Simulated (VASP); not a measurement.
# EuO (Fm-3m) in VASP: further runs

EuO is run at these levels: PBE+U; tasks: single point.

Everything below comes from runs of VASP 6.6.1. Logs are shortened: lines on timing, memory, paths and dates and some standing lists are left out, and cuts for length are marked.

## (1) The cell of the first run

It takes space group Fm-3m (No. 225, cubic). Conventional cell: a = 5.080 Å, b = 5.080 Å, c = 5.080 Å, α = 90.00°, β = 90.00°, γ = 90.00°. Eu (site symmetry m-3m) has 6 O at 2.54 Å within 3.4 Å. O (site symmetry m-3m) has 6 Eu at 2.54 Å within 3.4 Å.

## (2) Single point, PBE+U, collinear spin

Input file POSCAR:

```
EuO
1.0
    2.5399944600      2.5399944600      5.0799889100
    5.0799889100      2.5399944600      2.5399944600
    2.5399944600      5.0799889100      2.5399944600
Eu O
2 2
Direct
    0.0000000000      0.0000000000      0.0000000000
    0.5000000000      0.5000000000      0.5000000000
    0.2500000000      0.2500000000      0.2500000000
    0.7500000000      0.7500000000      0.7500000000
```

Input file INCAR.step1:

```
ALGO = Normal ; EDIFF = 1E-6
ENCUT = 520 ; GGA = PE
GGA_COMPAT = False ; ISIF = 2
ISMEAR = -1 ; ISPIN = 2
LASPH = True ; LCHARG = True
LDAU = True ; LDAUJ = 0 0
LDAUL = 3 -1 ; LDAUPRINT = 1
LDAUTYPE = 2 ; LDAUU = 7.45 0
LMAXMIX = 6 ; LORBIT = 11
LREAL = False ; LWAVE = False
MAGMOM = 7.42 7.42 -0.09 -0.09 ; NBANDS = 35
NEDOS = 2001 ; NELM = 200
PREC = Accurate ; SIGMA = 0.0579
```

Input file KPOINTS.step1:

```
k-points
0
Gamma
  6 6 6
```

Input file INCAR.step2:

```
ALGO = Normal ; EDIFF = 1E-6
ENCUT = 520 ; GGA = PE
GGA_COMPAT = False ; ICHARG = 11
ISIF = 2 ; ISMEAR = -5
ISPIN = 2 ; LASPH = True
LCHARG = False ; LDAU = True
LDAUJ = 0 0 ; LDAUL = 3 -1
LDAUPRINT = 1 ; LDAUTYPE = 2
LDAUU = 7.45 0 ; LMAXMIX = 6
LORBIT = 11 ; LREAL = False
LWAVE = False ; MAGMOM = 7.42 7.42 -0.09 -0.09
NEDOS = 1001 ; NELM = 200
PREC = Accurate ; SIGMA = 0.0579
```

Input file KPOINTS.step2:

```
k-points
0
Gamma
  9 9 9
```

Potentials or basis: VASP PAW PBE potentials, release 64 (Eu, O).

Launch:

```console
$ cat potpaw_PBE.64/Eu/POTCAR potpaw_PBE.64/O/POTCAR > POTCAR
$ cp INCAR.step1 INCAR
$ cp KPOINTS.step1 KPOINTS
$ mpirun -np 1 vasp_std > vasp.out
$ cp INCAR.step2 INCAR
$ cp KPOINTS.step2 KPOINTS
$ mpirun -np 1 vasp_std > vasp.out
```

OUTCAR:

```text
EDIFF = 1E-6
   ENCUT = 520
   GGA = PE
   ICHARG = 11
   ISIF = 2
   ISMEAR = -5
   ISPIN = 2
   LASPH = True
   LORBIT = 11
   LREAL = False
   NELM = 200
   PREC = Accurate

 ion  position               nearest neighbor table
   1  0.000  0.000  0.000-   4 2.54   3 2.54   4 2.54   4 2.54   3 2.54   3 2.54
   2  0.500  0.500  0.500-   3 2.54   4 2.54   3 2.54   3 2.54   4 2.54   4 2.54
   3  0.250  0.250  0.250-   1 2.54   2 2.54   1 2.54   1 2.54   2 2.54   2 2.54
   4  0.750  0.750  0.750-   2 2.54   1 2.54   2 2.54   2 2.54   1 2.54   1 2.54

  LATTYP: Found a trigonal (rhomboedric) cell.
 ALAT       =     6.2216903683
 COS(alpha) =     0.8333333342

  Lattice vectors:

 A1 = (   2.5399944600,   2.5399944600,   5.0799889100)
 A2 = (   5.0799889100,   2.5399944600,   2.5399944600)
 A3 = (   2.5399944600,   5.0799889100,   2.5399944600)

Analysis of symmetry for initial positions (statically):
=====================================================================
 Subroutine PRICEL returns following result:

  LATTYP: Found a face centered cubic cell.
 ALAT       =     5.0799889000
[... 12 lines left out ...]
 Subroutine GETGRP returns: Found 12 space group operations
 (whereof 12 operations were pure point group operations)
 out of a pool of 12 trial point group operations.

The static configuration has the point symmetry D_3d.

Analysis of symmetry for dynamics (positions and initial velocities):
=====================================================================
 Subroutine PRICEL returns following result:

  LATTYP: Found a face centered cubic cell.
 ALAT       =     5.0799889000
[... 12 lines left out ...]
 Subroutine GETGRP returns: Found 12 space group operations
 (whereof 12 operations were pure point group operations)
 out of a pool of 12 trial point group operations.

The dynamic configuration has the point symmetry D_3d.

Analysis of structural, dynamic, and magnetic symmetry:
=====================================================================
 Subroutine PRICEL returns following result:

  LATTYP: Found a face centered cubic cell.
 ALAT       =     5.0799889000
[... 12 lines left out ...]
 Subroutine GETGRP returns: Found 12 space group operations
 (whereof 12 operations were pure point group operations)
 out of a pool of 12 trial point group operations.

The overall configuration has the point symmetry D_3d.

 Subroutine INISYM returns: Found 12 space group operations
 (whereof 12 operations are pure point group operations),
 and found     2 'primitive' translations

----------------------------------------------------------------------------------------

                                     Primitive cell

  volume of cell :      32.7739

  direct lattice vectors                    reciprocal lattice vectors
    -2.539994450  2.539994450  0.000000000    -0.196850824  0.196850824  0.196850824
     0.000000000  2.539994450 -2.539994450     0.196850824  0.196850824 -0.196850824
    -2.539994455 -0.000000005 -2.539994455    -0.196850823 -0.196850823 -0.196850823

  length of vectors
[... 167 lines left out ...]

 onsite density matrix

spin component  1

  0.9769 -0.0000 -0.0001  0.0000  0.0000  0.0000  0.0002
 -0.0000  0.9668 -0.0000  0.0000 -0.0000 -0.0000  0.0000
 -0.0001 -0.0000  0.9769  0.0002  0.0000  0.0001 -0.0000
  0.0000  0.0000  0.0002  0.9768  0.0002 -0.0000 -0.0000
  0.0000 -0.0000  0.0000  0.0002  0.9769 -0.0001  0.0001
  0.0000 -0.0000  0.0001 -0.0000 -0.0001  0.9770  0.0000
  0.0002  0.0000 -0.0000 -0.0000  0.0001  0.0000  0.9769

spin component  2

  0.0035 -0.0000  0.0016  0.0000 -0.0000 -0.0000  0.0000
 -0.0000  0.0000 -0.0000  0.0000 -0.0000  0.0000  0.0000
  0.0016 -0.0000  0.0026  0.0000 -0.0000 -0.0000  0.0000
  0.0000  0.0000  0.0000  0.0048  0.0000 -0.0000 -0.0000
 -0.0000 -0.0000 -0.0000  0.0000  0.0026  0.0000 -0.0016
 -0.0000  0.0000 -0.0000 -0.0000  0.0000  0.0014 -0.0000
  0.0000  0.0000  0.0000 -0.0000 -0.0016 -0.0000  0.0035

 occupancies and eigenvectors

  o =  0.0000  v =  0.0000  0.0000  0.0000  0.0000  0.0000  0.0000  0.0000 -0.0000 -1.0000 -0.0000  0.0000 -0.0000  0.0000  0.0000      0.0000  0.0000  0.0000  0.0000  0.0000  0.0000  0.0000  0.0000  0.0000  0.0000  0.0000  0.0000  0.0000  0.0000
  o =  0.0014  v =  0.0000  0.0000  0.0000  0.0000  0.0000  0.0000  0.0000  0.0760  0.0000 -0.0981  0.0000  0.0981  0.9845  0.0760      0.0000  0.0000  0.0000  0.0000  0.0000  0.0000  0.0000  0.0000  0.0000  0.0000  0.0000  0.0000  0.0000  0.0000
  o =  0.0014  v =  0.0000  0.0000  0.0000  0.0000  0.0000  0.0000  0.0000  0.4330 -0.0000 -0.5590 -0.0000 -0.5590 -0.0000 -0.4330      0.0000  0.0000  0.0000  0.0000  0.0000  0.0000  0.0000  0.0000  0.0000  0.0000  0.0000  0.0000  0.0000  0.0000
  o =  0.0014  v =  0.0000  0.0000  0.0000  0.0000  0.0000  0.0000  0.0000 -0.4263 -0.0000  0.5503 -0.0000 -0.5503  0.1755 -0.4263      0.0000  0.0000  0.0000  0.0000  0.0000  0.0000  0.0000  0.0000  0.0000  0.0000  0.0000  0.0000  0.0000  0.0000
  o =  0.0048  v =  0.0000  0.0000  0.0000  0.0000  0.0000  0.0000  0.0000  0.4571 -0.0000  0.3541 -0.5757  0.3541  0.0000 -0.4571      0.0000  0.0000  0.0000  0.0000  0.0000  0.0000  0.0000  0.0000  0.0000  0.0000  0.0000  0.0000  0.0000  0.0000
  o =  0.0048  v =  0.0000  0.0000  0.0000  0.0000  0.0000  0.0000  0.0000  0.5590  0.0000  0.4330  0.0000 -0.4330 -0.0000  0.5590      0.0000  0.0000  0.0000  0.0000  0.0000  0.0000  0.0000  0.0000  0.0000  0.0000  0.0000  0.0000  0.0000  0.0000
  o =  0.0048  v =  0.0000  0.0000  0.0000  0.0000  0.0000  0.0000  0.0000  0.3218  0.0000  0.2493  0.8177  0.2493  0.0000 -0.3218      0.0000  0.0000  0.0000  0.0000  0.0000  0.0000  0.0000  0.0000  0.0000  0.0000  0.0000  0.0000  0.0000  0.0000
  o =  0.9668  v =  0.0004  1.0000  0.0003 -0.0005  0.0003 -0.0000 -0.0004  0.0000  0.0000  0.0000  0.0000  0.0000  0.0000  0.0000      0.0000  0.0000  0.0000  0.0000  0.0000  0.0000  0.0000  0.0000  0.0000  0.0000  0.0000  0.0000  0.0000  0.0000
  o =  0.9765  v = -0.4564  0.0009 -0.3535  0.5774 -0.3535  0.0000  0.4564  0.0000  0.0000  0.0000  0.0000  0.0000  0.0000  0.0000      0.0000  0.0000  0.0000  0.0000  0.0000  0.0000  0.0000  0.0000  0.0000  0.0000  0.0000  0.0000  0.0000  0.0000
  o =  0.9768  v = -0.5342  0.0000  0.2171 -0.5788  0.2171 -0.0000  0.5342  0.0000  0.0000  0.0000  0.0000  0.0000  0.0000  0.0000      0.0000  0.0000  0.0000  0.0000  0.0000  0.0000  0.0000  0.0000  0.0000  0.0000  0.0000  0.0000  0.0000  0.0000
  o =  0.9768  v = -0.2199  0.0000 -0.5346 -0.0000  0.5346  0.5759 -0.2199  0.0000  0.0000  0.0000  0.0000  0.0000  0.0000  0.0000      0.0000  0.0000  0.0000  0.0000  0.0000  0.0000  0.0000  0.0000  0.0000  0.0000  0.0000  0.0000  0.0000  0.0000
  o =  0.9771  v =  0.0793  0.0000 -0.5726 -0.5759 -0.5726 -0.0000 -0.0793  0.0000  0.0000  0.0000  0.0000  0.0000  0.0000  0.0000      0.0000  0.0000  0.0000  0.0000  0.0000  0.0000  0.0000  0.0000  0.0000  0.0000  0.0000  0.0000  0.0000  0.0000
  o =  0.9771  v =  0.5716  0.0000  0.0765 -0.0000 -0.0765  0.5786  0.5716  0.0000  0.0000  0.0000  0.0000  0.0000  0.0000  0.0000      0.0000  0.0000  0.0000  0.0000  0.0000  0.0000  0.0000  0.0000  0.0000  0.0000  0.0000  0.0000  0.0000  0.0000
  o =  0.9772  v = -0.3534 -0.0000  0.4564 -0.0000 -0.4564  0.5776 -0.3534  0.0000  0.0000  0.0000  0.0000  0.0000  0.0000  0.0000      0.0000  0.0000  0.0000  0.0000  0.0000  0.0000  0.0000  0.0000  0.0000  0.0000  0.0000  0.0000  0.0000  0.0000

 number of electron      45.9999997 magnetization      14.0000360

 Free energy of the ion-electron system (eV)
  ---------------------------------------------------
  ext. energy  EPLUGINS =         0.00000000
  ---------------------------------------------------
  free energy    TOTEN  =       -41.91917735 eV

  energy without entropy =      -41.91917735  energy(sigma->0) =      -41.91917735

 E-fermi :   3.6024     XC(G=0): -10.9440

 val. band max:        3.5844582737   @ k =   0.0000   0.0000   0.0000
 cond. band min:       3.8762081256   @ k =  -0.4444  -0.4444   0.1111
 fundamental gap:      0.2917498519
 Fermi energy:         3.6024063257

 spin component 1

 k-point     1 :       0.0000    0.0000    0.0000
  band No.  band energies     occupation
      1     -35.6394      1.00000
      2     -35.5207      1.00000
      3     -16.3883      1.00000
      4     -14.2914      1.00000
      5     -14.2914      1.00000
      6     -14.1918      1.00000
[... 1769 lines left out ...]
     33      14.5284      0.00000
     34      14.8537      0.00000

 [... further k-points ...]

------------------------ aborting loop because EDIFF is reached ----------------------------------------

  FORCE on cell =-STRESS in cart. coord.  units (eV):
  Direction    XX          YY          ZZ          XY          YZ          ZX
  --------------------------------------------------------------------------------------
  -------------------------------------------------------------------------------------
  Total        2.4803692      2.4803692      2.4803692     -0.0025819     -0.0025819     -0.0025819
  in kB       60.6273546     60.6273546     60.6273546     -0.0631085     -0.0631085     -0.0631085
  external PRESSURE =      60.6273546 kB  Pullay stress =       0.0000000 kB

 VOLUME and BASIS-vectors are now :
 -----------------------------------------------------------------------------
  energy-cutoff  :      520.00
  volume of cell :       65.55
      direct lattice vectors                 reciprocal lattice vectors
     2.539994460  2.539994460  5.079988910    -0.098425412 -0.098425412  0.295276236
     5.079988910  2.539994460  2.539994460     0.295276236 -0.098425412 -0.098425412
     2.539994460  5.079988910  2.539994460    -0.098425412  0.295276236 -0.098425412

 POSITION                                       TOTAL-FORCE (eV/Angst)
 -----------------------------------------------------------------------------------
      0.00000      0.00000      0.00000         0.000000     -0.000000      0.000000
      5.07999      5.07999      5.07999        -0.000000      0.000000     -0.000000
      2.53999      2.53999      2.53999        -0.000000      0.000000     -0.000000
      7.61998      7.61998      7.61998        -0.000000     -0.000000      0.000000
 -----------------------------------------------------------------------------------
    total drift:                               -0.000000     -0.000000      0.000000

  FREE ENERGIE OF THE ION-ELECTRON SYSTEM (eV)
  ---------------------------------------------------
  free  energy   TOTEN  =       -41.9191773464 eV

  energy  without entropy=      -41.9191773464  energy(sigma->0) =      -41.91917735

 total charge

# of ion       s       p       d       f       tot
--------------------------------------------------
    1        2.035   5.814   0.316   6.838  15.003
    2        2.035   5.814   0.316   6.838  15.003
    3        1.556   3.423   0.000   0.000   4.979
    4        1.556   3.423   0.000   0.000   4.979
--------------------------------------------------
tot          7.183  18.474   0.631  13.676  39.964

 magnetization (x)

# of ion       s       p       d       f       tot
--------------------------------------------------
    1       -0.014  -0.114   0.067   6.803   6.742
    2       -0.014  -0.114   0.067   6.803   6.742
    3       -0.005  -0.089   0.000   0.000  -0.094
    4       -0.005  -0.089   0.000   0.000  -0.094
--------------------------------------------------
tot         -0.038  -0.406   0.134  13.606  13.296
```

Wall time 36 min (1 thread of Oxide Virtual Turin-like, shared host); peak memory 0.56 GiB.

Results:

| Property | Result |
| --- | --- |
| Net moment | 14.00 μB per cell |
| Site moments | Eu +6.74; O -0.09 μB |
| Valence electrons inside the program's atomic spheres | Eu 15.00; O 4.98 |

Eigenvalues of the final occupation matrices:
| site | spin | trace | eigenvalues |
| --- | --- | --- | --- |
| site 1 f | 1 | 6.83 | 0.97 0.98 0.98 0.98 0.98 0.98 0.98 |
| site 1 f | 2 | 0.02 | 0.00 0.00 0.00 0.00 0.00 0.00 0.00 |
| site 2 f | 1 | 6.83 | 0.97 0.98 0.98 0.98 0.98 0.98 0.98 |
| site 2 f | 2 | 0.02 | 0.00 0.00 0.00 0.00 0.00 0.00 0.00 |

Caveat: spin-orbit coupling is left out, which moves the levels of the heavy elements.

## (3) Single point, PBE+U, collinear spin, antiferromagnetic start

POSCAR is that of step 2.

Input file INCAR.step1:

```
PREC = Accurate ; ENCUT = 520
EDIFF = 1E-6 ; ISMEAR = -1
SIGMA = 0.0579 ; LREAL = False
LASPH = True ; NELM = 200
ALGO = Normal ; ISIF = 2
LWAVE = False ; LCHARG = True
ISPIN = 2 ; MAGMOM = -6.81 6.81 0 0
LMAXMIX = 6 ; LDAU = True
LDAUTYPE = 2 ; LDAUL = 3 -1
LDAUU = 7.45 0 ; LDAUJ = 0 0
LDAUPRINT = 1 ; GGA = PE
NBANDS = 35 ; GGA_COMPAT = False
NEDOS = 2001 ; LORBIT = 11
```

Input file KPOINTS.step1:

```
Automatic mesh
0
Gamma
  6 6 6
```

Input file INCAR.step2:

```
PREC = Accurate ; ENCUT = 520
EDIFF = 1E-6 ; ISMEAR = -5
SIGMA = 0.0579 ; LREAL = False
LASPH = True ; NELM = 200
ALGO = Normal ; ISIF = 2
LWAVE = False ; LCHARG = False
ISPIN = 2 ; MAGMOM = -6.81 6.81 0 0
LORBIT = 11 ; LMAXMIX = 6
LDAU = True ; LDAUTYPE = 2
LDAUL = 3 -1 ; LDAUU = 7.45 0
LDAUJ = 0 0 ; LDAUPRINT = 1
GGA = PE ; NEDOS = 2001
ICHARG = 11 ; GGA_COMPAT = False
```

Input file KPOINTS.step2:

```
Automatic mesh
0
Gamma
  9 9 9
```

Potentials or basis: VASP PAW PBE potentials, release 64 (Eu, O).

Launch:

```console
$ cat potpaw_PBE.64/Eu/POTCAR potpaw_PBE.64/O/POTCAR > POTCAR
$ cp INCAR.step1 INCAR
$ cp KPOINTS.step1 KPOINTS
$ mpirun -np 1 vasp_std > vasp.out
$ cp INCAR.step2 INCAR
$ cp KPOINTS.step2 KPOINTS
$ mpirun -np 1 vasp_std > vasp.out
```

It took 29 min on 1 thread of Oxide Virtual Turin-like, shared host; peak memory 0.52 GiB.

The run converged. Its results:

```
Net moment                                            : 0.00 μB per cell
Site moments                                          : Eu -6.73, +6.73; O +0.00 μB
Valence electrons inside the program's atomic spheres : Eu 15.01; O 4.98
```

Levels at points of the mesh, in eV from the valence-band top:
Spin up:
```csv
k point,band 20,band 21,band 22,band 23,band 24,band 25,band 26,band 27
"(0.00, 0.00, 0.00)",-0.29,-0.05,0.00,0.00,2.07,3.84,3.94,3.95
```
Spin down:
```csv
k point,band 21,band 22,band 23,band 24,band 25,band 26
"(0.00, 0.00, 0.00)",-0.05,0.00,0.00,2.07,3.83,3.94
```

Eigenvalues of the final occupation matrices:
```csv
site,spin,trace,eigenvalues
site 1 f,1,0.02,0.00 0.00 0.00 0.00 0.00 0.00 0.00
site 1 f,2,6.84,0.97 0.98 0.98 0.98 0.98 0.98 0.98
site 2 f,1,6.84,0.97 0.98 0.98 0.98 0.98 0.98 0.98
site 2 f,2,0.02,0.00 0.00 0.00 0.00 0.00 0.00 0.00
```

Caveat: spin-orbit coupling is left out, which moves the levels of the heavy elements. The state reached can hang on the start; a lower one may exist.
